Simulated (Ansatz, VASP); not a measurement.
# Sc: VASP beside Ansatz

File INCAR:

```
SYSTEM = Sc
PREC = Accurate
ENCUT = 520
EDIFF = 1E-6
ISMEAR = -1
SIGMA = 0.1
LREAL = .FALSE.
LASPH = .TRUE.
NELM = 80
ALGO = Normal
ISIF = 2
LWAVE = .FALSE.
LCHARG = .FALSE.
GGA = RE
NBANDS = 12
```

Contents of KPOINTS:

```
Automatic mesh
0
G
  13 13 13
  0 0 0
```

POSCAR

```
Sc
1.0
    0.0000000000      2.4270881415      2.4270881415
    2.4270881415      0.0000000000      2.4270881415
    2.4270881415      2.4270881415      0.0000000000
Sc
1
Direct
    0.0000000000      0.0000000000      0.0000000000
```

Input for Ansatz:

```yaml
crystal:
  lattice:
    - [0.0, 2.4270881415, 2.4270881415]
    - [2.4270881415, 0.0, 2.4270881415]
    - [2.4270881415, 2.4270881415, 0.0]
  atoms:
    - { symbol: Sc, position: [0.0, 0.0, 0.0] }
hamiltonian:
  xc: revpbe
  pseudopotentials:
    kind: paw
    azcp:
      Sc: "pseudopotentials/Sc.paw.azcp"
basis:
  ecutwfc: 420
  fft_grid_basis: typed
kpoints:
  mp_grid: { grid: [13, 13, 13], shift: [0, 0, 0] }
magnetization:
  spin_polarized: false
scf:
  occupations: { method: fermi_dirac, width: 0.1 }
  lower_state_search: "off"
output:
  stress: true
  write_density: true
  write_potential: true
  elf: true
  volumetric_format: npy
```

Alike in both runs: task single point; functional revPBE; k mesh 13 × 13 × 13; occupations fermi-dirac, width 0.1 eV; no spin polarisation.

|  | VASP | Ansatz |
| --- | --- | --- |
| version | VASP 6.6.1 | Ansatz 0.2.0 |
| potentials or method | VASP PAW PBE potentials, release 64 (Sc_sv), cutoff 520 eV | plane waves (420 eV) with PAW, scalar-relativistic |
| valence electrons in the cell | 11 | 11 |

|  | VASP | Ansatz | Ansatz less VASP |
| --- | --- | --- | --- |
| pressure (GPa) | -4.6 | -4.6 | -0.01 |

VASP's potentials were made for PBE, not for revPBE.
